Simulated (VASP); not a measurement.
Y3ScRu4:

```xyz
8
Lattice="-3.3502 3.3502 3.3502 3.3502 -3.3502 3.3502 3.3502 3.3502 -3.3502" Properties=species:S:1:pos:R:3 pbc="T T T"
Y     3.3502    0.0000    0.0000
Y     0.0000    3.3502    0.0000
Y     0.0000    0.0000    3.3502
Sc    0.0000    0.0000    0.0000
Ru    1.2011    1.2011    1.2011
Ru    2.1491    2.1491   -2.1491
Ru    2.1491   -2.1491    2.1491
Ru   -2.1491    2.1491    2.1491
```

The cell was generated, and may not be a known phase.

| Quantity | Value |
| --- | --- |
| Program | VASP 6.6.1 |
| Task | relaxation of cell and atoms |
| Functional | PBE |
| Potentials or basis | VASP PAW PBE potentials, release 64 (Y_sv, Sc_sv, Ru_pv) |
| Cutoff | 600 eV |
| k mesh | 4 × 4 × 4 |
| Occupations | gaussian, width 0.2 eV |
| Spin | no spin polarisation |

At the start: pressure 22.2 GPa; volume 18.80 Å³/atom.

Where does the relaxation end?

Over 11 steps the energy falls by 1335.9 meV/atom and the volume is 18.99 Å³/atom (+1.0 %); space group I-43m (No. 217, to 0.1 Å) before, Im-3m (No. 229, to 0.1 Å).

The path:
```
step  energy change (eV)  largest force (eV/Å)  pressure (GPa)  volume (Å³)
   1              0.0000                8.1359           22.24       150.40
   2             -4.5440                1.1234          -16.67       214.66
   3             -5.7598                2.4411           -9.99       189.14
   4             -8.6064                2.2053           -5.40       166.47
   5             -9.7614                0.9366           16.28       136.54
   6             -9.9706                1.4903            6.93       145.37
   7             -9.9797                1.3731            8.73       143.30
   8            -10.6655                0.2610            0.38       151.53
   9            -10.6799                0.0693            1.27       150.42
  10            -10.6816                0.0719           -1.02       153.32
  11            -10.6875                0.0059            0.08       151.95
```

Final structure:
```yaml
crystal:
  lattice:
    - [-3.36159, 3.36159, 3.36159]
    - [3.36159, -3.36159, 3.36159]
    - [3.36159, 3.36159, -3.36159]
  atoms:
    - { symbol: Y, position: [0.00000, 0.50000, 0.50000] }
    - { symbol: Y, position: [0.50000, 0.00000, 0.50000] }
    - { symbol: Y, position: [0.50000, 0.50000, 0.00000] }
    - { symbol: Sc, position: [0.00000, 0.00000, 0.00000] }
    - { symbol: Ru, position: [0.49982, 0.49982, 0.49982] }
    - { symbol: Ru, position: [0.00000, 0.00000, 0.50018] }
    - { symbol: Ru, position: [0.00000, 0.50018, 0.00000] }
    - { symbol: Ru, position: [0.50018, 0.00000, 0.00000] }
```
